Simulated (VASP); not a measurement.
# CdGeAs2 (P-4m2) in VASP: a series of runs, part 2 of 2

VASP 6.6.1.

## 3. Single point, PBEsol

This run uses another cell than the first one, of 25.14 Å³/atom.

INCAR reads:

```
SYSTEM = CdGeAs2
  PREC = Accurate
  ENCUT = 500
  EDIFF = 1E-6
  ISMEAR = -1
  SIGMA = 0.02
  LREAL = .False.
  LASPH = .True.
  NELM = 120
  ALGO = Normal
  ISIF = 2
  LWAVE = .False.
  LCHARG = .False.
  GGA = PS
  NBANDS = 26
  GGA_COMPAT = .False.
```

KPOINTS reads:

```
Automatic mesh
0
Gamma
  6 6 4
  0 0 0
```

POSCAR reads:

```
CdGeAs2
1.0
    4.0809269448      0.0000000000      0.0000000000
    0.0000000000      4.0809269448      0.0000000000
    0.0000000000      0.0000000000      6.0387153460
Cd As Ge
1 2 1
Direct
    0.0000000000      0.0000000000      0.0000000000
    0.0000000000      0.5000000000      0.2645990235
    0.5000000000      0.0000000000      0.7354009765
    0.5000000000      0.5000000000      0.5000000000
```

Potentials or basis: VASP PAW PBE potentials, release 64 (Cd, As, Ge_d).

Started as:

```sh
$ cat potpaw_PBE.64/Cd/POTCAR potpaw_PBE.64/As/POTCAR potpaw_PBE.64/Ge_d/POTCAR > POTCAR
$ mpirun -np 1 vasp_std > vasp.out
```

OUTCAR:

```text
SYSTEM = CdGeAs2
   PREC = Accurate
   ENCUT = 500
   EDIFF = 1E-6
   ISMEAR = -1
   LREAL = .False.
   LASPH = .True.
   NELM = 120
   ISIF = 2
   GGA = PS

 ion  position               nearest neighbor table
   1  0.000  0.000  0.000-   2 2.59   3 2.59   2 2.59   3 2.59
   2  0.000  0.500  0.265-   4 2.49   4 2.49   1 2.59   1 2.59
   3  0.500  0.000  0.735-   4 2.49   4 2.49   1 2.59   1 2.59
   4  0.500  0.500  0.500-   2 2.49   3 2.49   3 2.49   2 2.49

  LATTYP: Found a simple tetragonal cell.
 ALAT       =     4.0809269448
 C/A-ratio  =     1.4797411048

  Lattice vectors:

 A1 = (   4.0809269448,   0.0000000000,   0.0000000000)
 A2 = (   0.0000000000,   4.0809269448,   0.0000000000)
 A3 = (   0.0000000000,   0.0000000000,   6.0387153460)

Analysis of symmetry for initial positions (statically):
=====================================================================
 Subroutine PRICEL returns:
 Original cell was already a primitive cell.

 Routine SETGRP: Setting up the symmetry group for a
 simple tetragonal supercell.

 Subroutine GETGRP returns: Found  8 space group operations
 (whereof  8 operations were pure point group operations)
 out of a pool of 16 trial point group operations.

The static configuration has the point symmetry D_2d.

Analysis of symmetry for dynamics (positions and initial velocities):
=====================================================================
 Subroutine PRICEL returns:
 Original cell was already a primitive cell.

 Routine SETGRP: Setting up the symmetry group for a
 simple tetragonal supercell.

 Subroutine GETGRP returns: Found  8 space group operations
 (whereof  8 operations were pure point group operations)
 out of a pool of 16 trial point group operations.

The dynamic configuration has the point symmetry D_2d.

 Subroutine INISYM returns: Found  8 space group operations
 (whereof  8 operations are pure point group operations),
 and found     1 'primitive' translations

[... 120 lines left out ...]
  Fermi-wavevector in a.u.,A,eV,Ry     =   1.162398  2.196614 18.383778  1.351170
  Thomas-Fermi vector in A             =   2.298960
   LORBIT       =      0    0 simple, 1 ext, 2 COOP (PROOUT), +10 PAW based schemes
   GGA     = PS    functional components
   LHFCALC =     F    Hartree Fock is set to
   AEXX    =    0.0000 exact exchange contribution
   IVDW    =     0    specifies the selected vdW correction
   LEPSILON=     F    determine dielectric tensor
   LRPA    =     F    only Hartree local field effects (RPA)
 non-spin polarized calculation
  energy-cutoff  :      500.00
  volume of cell :      100.57
 maximum number of plane-waves:      2598
 NGX is ok and might be reduce to    30
   NGX = 15   NGY = 15   NGZ = 23

 number of electron      35.9999979 magnetization

 Free energy of the ion-electron system (eV)
  ---------------------------------------------------
  ext. energy  EPLUGINS =         0.00000000
  ---------------------------------------------------
  free energy    TOTEN  =       -16.30775183 eV

  energy without entropy =      -16.30595982  energy(sigma->0) =      -16.30685583

 E-fermi :   3.1302     XC(G=0):  -9.5315

 val. band max:        2.9608439385   @ k =   0.3333   0.0000   0.0000
 cond. band min:       3.1451354732   @ k =   0.3333   0.0000   0.2500
 fundamental gap:      0.1842915347
 Fermi energy:         3.1302112180

 k-point     1 :       0.0000    0.0000    0.0000
  band No.  band energies     occupation
      1     -22.0227      2.00000
      2     -22.0227      2.00000
      3     -22.0170      2.00000
      4     -22.0123      2.00000
      5     -21.9869      2.00000
      6      -9.8984      2.00000
[... 685 lines left out ...]
     25      10.1006      0.00000
     26      10.3309      0.00000

 [... further k-points ...]

------------------------ aborting loop because EDIFF is reached ----------------------------------------

  FORCE on cell =-STRESS in cart. coord.  units (eV):
  Direction    XX          YY          ZZ          XY          YZ          ZX
  --------------------------------------------------------------------------------------
  -------------------------------------------------------------------------------------
  Total        0.1301111      0.1301111      0.1416492      0.0000000      0.0000000      0.0000000
  in kB        2.0728249      2.0728249      2.2566416      0.0000000      0.0000000      0.0000000
  external PRESSURE =       2.1340971 kB  Pullay stress =       0.0000000 kB

 VOLUME and BASIS-vectors are now :
 -----------------------------------------------------------------------------
  energy-cutoff  :      500.00
  volume of cell :      100.57
      direct lattice vectors                 reciprocal lattice vectors
     4.080926945  0.000000000  0.000000000     0.245042367  0.000000000  0.000000000
     0.000000000  4.080926945  0.000000000     0.000000000  0.245042367  0.000000000
     0.000000000  0.000000000  6.038715346     0.000000000  0.000000000  0.165598135

 POSITION                                       TOTAL-FORCE (eV/Angst)
 -----------------------------------------------------------------------------------
      0.00000      0.00000      0.00000         0.000000      0.000000      0.000000
      0.00000      2.04046      1.59784        -0.000000      0.000000      0.015853
      2.04046      0.00000      4.44088         0.000000      0.000000     -0.015853
      2.04046      2.04046      3.01936         0.000000     -0.000000      0.000000
 -----------------------------------------------------------------------------------
    total drift:                                0.000000      0.000000      0.000000

  FREE ENERGIE OF THE ION-ELECTRON SYSTEM (eV)
  ---------------------------------------------------
  free  energy   TOTEN  =       -16.3077518316 eV

  energy  without entropy=      -16.3059598228  energy(sigma->0) =      -16.30685583
```

OSZICAR:

```text
N       E                     dE             d eps       ncg     rms          rms(c)
DAV:   1     0.274157985829E+03    0.27416E+03   -0.17123E+04  1946   0.214E+03
DAV:   2     0.179035416330E+02   -0.25625E+03   -0.24675E+03  1612   0.610E+02
DAV:   3    -0.155139413861E+02   -0.33417E+02   -0.33159E+02  1898   0.130E+02
DAV:   4    -0.167772688752E+02   -0.12633E+01   -0.12620E+01  1780   0.259E+01
DAV:   5    -0.167997457790E+02   -0.22477E-01   -0.22475E-01  1938   0.384E+00    0.651E+00
DAV:   6    -0.163594570357E+02    0.44029E+00   -0.79181E-01  1790   0.101E+01    0.497E+00
DAV:   7    -0.163125461935E+02    0.46911E-01   -0.30853E-01  1734   0.297E+00    0.187E+00
DAV:   8    -0.163079324993E+02    0.46137E-02   -0.33446E-02  1876   0.188E+00    0.302E-01
DAV:   9    -0.163076462102E+02    0.28629E-03   -0.29771E-03  1854   0.665E-01    0.727E-02
DAV:  10    -0.163077071204E+02   -0.60910E-04   -0.32378E-04  1726   0.140E-01    0.360E-02
DAV:  11    -0.163077513083E+02   -0.44188E-04   -0.98046E-05  1764   0.664E-02    0.124E-02
DAV:  12    -0.163077516370E+02   -0.32871E-06   -0.12138E-05  1708   0.289E-02    0.782E-03
DAV:  13    -0.163077518316E+02   -0.19457E-06   -0.15642E-06  1510   0.677E-03
   1 F= -.16307752E+02 E0= -.16306856E+02  d E =-.179201E-02
```

stdout:

```text
POSCAR found type information on POSCAR CdAsGe
 POSCAR found :  3 types and       4 ions
 scaLAPACK will be used
 -----------------------------------------------------------------------------
|                                                                             |
|                                                                             |
|     You enforced a specific xc type in the INCAR file but a different       |
|     I HOPE YOU KNOW WHAT YOU ARE DOING!                                     |
|                                                                             |
 -----------------------------------------------------------------------------

 LDA part: xc-table for (Slater+PW92), standard interpolation
 POSCAR, INCAR and KPOINTS ok, starting setup
 FFT: planning ... GRIDC
 FFT: planning ... GRID_SOFT
 FFT: planning ... GRID
 WAVECAR not read
 entering main loop
```

Run time: 65 s. Hardware: 1 thread of Intel Xeon Platinum 8259CL at 2.50GHz (Skylake/Cascade Lake), shared host; peak memory 0.24 GiB.

Results:

- Free energy: -16.3078 eV
- Pressure: 0.2 GPa
- Largest force: 0.016 eV/Å
- Band gap on the k mesh: zero (bands 18 and 19 overlap by 0.34 eV)

Forces in eV/Å, atoms in the order of the input:
```
Cd   0.000  0.000  0.000
As   0.000  0.000  0.016
As   0.000  0.000 -0.016
Ge   0.000  0.000  0.000
```

Caveat: the PAW data sets were made with another functional, which shifts forces and pressure a little.

## 4. Single point, PBE

This run uses another cell than the first one, of 25.42 Å³/atom.

INCAR reads:

```
PREC     = Accurate       # precision mode
ENCUT    = 500            # plane-wave cutoff, eV
EDIFF    = 1E-6           # SCF threshold, eV
ISMEAR   = -1             # smearing method
SIGMA    = 0.02           # smearing width, eV
LREAL    = F              # projectors in reciprocal space
LASPH    = T              # aspherical terms in the spheres
NELM     = 120            # most SCF steps
ALGO     = Normal         # electronic algorithm
ISIF     = 2              # what is computed and relaxed
LWAVE    = F              # write WAVECAR
LCHARG   = T              # write CHGCAR
GGA      = PE             # functional
LELF     = T              # ELF
LVHAR    = T            
NBANDS   = 26             # bands
GGA_COMPAT= F
```

KPOINTS reads:

```
Automatic mesh
0
Gamma
  6 6 4
```

POSCAR reads:

```
CdGeAs2
1.0
    4.0763717154      0.0000000000      0.0000000000
    0.0000000000      4.0763717154      0.0000000000
    0.0000000000      0.0000000000      6.1183213173
Cd As Ge
1 2 1
Direct
    0.0000000000      0.0000000000      0.0000000000
    0.0000000000      0.5000000000      0.2672334420
    0.5000000000      0.0000000000      0.7327665580
    0.5000000000      0.5000000000      0.5000000000
```

Started as:

```sh
$ cat potpaw_PBE.64/Cd/POTCAR potpaw_PBE.64/As/POTCAR potpaw_PBE.64/Ge_d/POTCAR > POTCAR
$ mpirun -np 1 vasp_std > vasp.out
```

Run time: 64 s. Hardware: 1 thread of Intel Xeon Platinum 8259CL at 2.50GHz (Skylake/Cascade Lake), shared host; peak memory 0.24 GiB.

Results (log left out):

| Property | Result |
| --- | --- |
| Free energy | -14.6961 eV |
| Pressure | 2.4 GPa |
| Largest force | 0.080 eV/Å |
| Band gap on the k mesh | zero (bands 18 and 19 overlap by 0.29 eV) |

Forces on the atoms (eV/Å):
```
Cd   0.000  0.000  0.000
As   0.000  0.000 -0.080
As   0.000  0.000  0.080
Ge   0.000  0.000  0.000
```

Stress tensor (GPa, compression positive):
```
2.45 0.00 0.00
0.00 2.45 0.00
0.00 0.00 2.29
```

Levels at points of the mesh, in eV from the Fermi level:
| k point | band 16 | band 17 | band 18 | band 19 | band 20 | band 21 |
| --- | --- | --- | --- | --- | --- | --- |
| (0.00, 0.00, 0.00) | -1.03 | -0.54 | 0.08 | 0.08 | 0.67 | 2.29 |
| (0.50, 0.00, 0.00) | -3.50 | -2.47 | -0.31 | 0.62 | 3.80 | 4.07 |
| (0.50, 0.50, 0.00) | -2.90 | -2.90 | -1.96 | 1.01 | 1.23 | 1.23 |
| (0.00, 0.00, 0.50) | -2.84 | -0.83 | -0.83 | 0.71 | 0.83 | 3.47 |
| (0.50, 0.00, 0.50) | -1.91 | -1.22 | -0.64 | -0.21 | 1.56 | 3.18 |
| (0.50, 0.50, 0.50) | -3.41 | -3.41 | -3.03 | 2.41 | 3.64 | 3.64 |

## 5. The runs side by side

```tsv
level	potentials or basis	cell	gap on the mesh (eV)	pressure (GPa)	largest force (eV/Å)
LDA	VASP PAW LDA potentials, release 64 (Cd, As, Ge_d)	a = 4.045, b = 4.045, c = 5.960 Å, 4 atoms, atomic positions A	none	0.4	0.02
PBEsol	VASP PAW PBE potentials, release 64 (Cd, As, Ge_d)	a = 4.081, b = 4.081, c = 6.039 Å, 4 atoms, atomic positions A	none	0.2	0.02
PBE	VASP PAW PBE potentials, release 64 (Cd, As, Ge_d)	a = 4.076, b = 4.076, c = 6.118 Å, 4 atoms, atomic positions B	none	2.4	0.08
```

Alike in all rows: task single point; no spin polarisation; k mesh 6 × 6 × 4; cutoff (eV) 500; smearing fermi-dirac 0.02 eV.

Caveats: the PAW data sets were made with another functional, which shifts forces and pressure a little (at least some runs).

Absolute energies hang on the potentials; compare differences alone.
